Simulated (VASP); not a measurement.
A run of VASP 6.6.1 is set up as follows.

Contents of INCAR:

```
PREC = Accurate
ENCUT = 520
EDIFF = 1E-6
ISMEAR = 0
SIGMA = 0.1
LREAL = False
LASPH = True
NELM = 80
ALGO = Normal
ISIF = 2
LWAVE = False
LCHARG = True
GGA = PS
LELF = True
LVHAR = True
NBANDS = 16
```

File KPOINTS:

```
Automatic mesh
0
Gamma
  18 18 12
```

The input POSCAR:

```
NbB2
1.0
    3.1246826369      0.0000000000      0.0000000000
   -1.5623413184      2.7060545424      0.0000000000
    0.0000000000      0.0000000000      3.3246421571
Nb B
1 2
Direct
    0.0000000000      0.0000000000      0.0000000000
    0.3333333333      0.6666666667      0.5000000000
    0.6666666667      0.3333333333      0.5000000000
```

Potentials or basis: VASP PAW PBE potentials, release 64 (Nb_sv, B).

Command:

```sh
$ cat potpaw_PBE.64/Nb_sv/POTCAR potpaw_PBE.64/B/POTCAR > POTCAR
$ mpirun -np 1 vasp_std > vasp.out
```

**Question.** Estimate the pressure.

**Answer.** -8.6 GPa.

Stress tensor (GPa, compression positive):
```
-8.49  0.00  0.00
 0.00 -8.49  0.00
 0.00  0.00 -8.72
```

Caveat: the PAW data sets were made with another functional, which shifts forces and pressure a little.
